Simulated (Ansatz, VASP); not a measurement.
## One calculation of BP, two programs

INCAR

```
SYSTEM = BP
PREC = Accurate ; ENCUT = 520
EDIFF = 1E-6 ; ISMEAR = -1
SIGMA = 0.05 ; LREAL = .False.
LASPH = .True. ; NELM = 60
ALGO = Normal ; ISIF = 2
LWAVE = .False. ; LCHARG = .True.
GGA = PE ; LELF = .True.
LVHAR = .True. ; NBANDS = 11
```

KPOINTS

```
regular mesh
0
Gamma
  15 15 15
  0 0 0
```

The input POSCAR:

```
BP
1.0
    0.0000000000      2.2914668077      2.2914668077
    2.2914668077      0.0000000000      2.2914668077
    2.2914668077      2.2914668077      0.0000000000
P B
1 1
Direct
    0.7500000000      0.7500000000      0.7500000000
    0.0000000000      0.0000000000      0.0000000000
```

Input for Ansatz:

```yaml
crystal:
  lattice:
    - [0.0, 2.2914668077, 2.2914668077]
    - [2.2914668077, 0.0, 2.2914668077]
    - [2.2914668077, 2.2914668077, 0.0]
  atoms:
    - { symbol: P, position: [0.75, 0.75, 0.75] }
    - { symbol: B, position: [0.0, 0.0, 0.0] }
hamiltonian:
  xc: pbe
  pseudopotentials:
    kind: all_electron
    lapw: { basis_error: 0.0001, muffin_tin_radii: { P: 1.005, B: 0.826 } }
kpoints:
  mp_grid: { grid: [15, 15, 15] }
scf:
  occupations: { method: fermi_dirac, width: 0.05 }
  convergence: { dr2_threshold: 1.0e-09 }
output:
  eigenvalues: true
```

Alike in both runs: task single point; functional PBE; k mesh 15 × 15 × 15; occupations fermi-dirac, width 0.05 eV; no spin polarisation.

```csv
,VASP,Ansatz
version,VASP 6.6.1,Ansatz 0.2.0
potentials or method,"VASP PAW PBE potentials, release 64 (P, B), cutoff 520 eV","all-electron LAPW, scalar-relativistic"
```

```csv
,VASP,Ansatz,Ansatz less VASP
gap on the k mesh at the Fermi level (eV),1.28,1.29,+0.006
least direct gap on the mesh (eV),3.36,3.36,+0.006
```

Ansatz ran all-electron here, and VASP with PAW potentials.
